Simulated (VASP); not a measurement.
## Sc3Ta: single point with PBE

The system is Sc3Ta.

```xyz
8
Lattice="6.3985 0.0000 0.0000 -3.1993 5.5413 0.0000 0.0000 0.0000 4.9977" Properties=species:S:1:pos:R:3 pbc="T T T"
Sc    3.1993    3.6242    1.2494
Sc   -1.5390    4.5828    3.7483
Sc    1.6602    0.9585    1.2494
Sc    0.0000    1.9170    3.7483
Sc    4.7383    0.9585    1.2494
Sc    1.5390    4.5828    3.7483
Ta    0.0000    3.6942    1.2494
Ta    3.1993    1.8471    3.7483
```

```json
{"Program": "VASP 6.6.1", "Task": "single point", "Functional": "PBE", "Potentials or basis": "VASP PAW PBE potentials, release 64 (Sc_sv, Ta_pv)", "Cutoff": "520 eV", "k mesh": "3 × 3 × 4", "Occupations": "gaussian, width 0.1 eV", "Spin": "no spin polarisation", "Dipole correction": "no", "Further INCAR settings": "ALGO = Fast; EDIFF = 1e-07; NBANDS = 54"}
```

```json
{"Pressure": "0.0 GPa", "Band gap on the k mesh": "zero (band 44 reaches 4.13 eV, above the bottom of band 45 at 4.06 eV)"}
```

Stress tensor (GPa, compression positive):
```
 0.03  0.00  0.00
 0.00  0.03  0.00
 0.00  0.00 -0.12
```

Levels at points of the mesh, in eV from the Fermi level:
```csv
k point,band 41,band 42,band 43,band 44,band 45,band 46,band 47,band 48
"(0.00, 0.00, 0.00)",-0.66,-0.63,-0.18,-0.18,0.75,0.75,0.96,1.33
"(0.00, 0.00, 0.50)",-0.19,-0.19,-0.19,-0.19,0.90,0.90,1.33,1.33
```

Wall time 2.3 min on 1 thread of Intel(R) Xeon(R) Platinum 8488C (Sapphire Rapids) (shared host), peak memory 0.32 GiB.

Caveat: the k points lie up to 0.38 Å⁻¹ apart; spin-orbit coupling is left out, which moves the levels of the heavy elements.
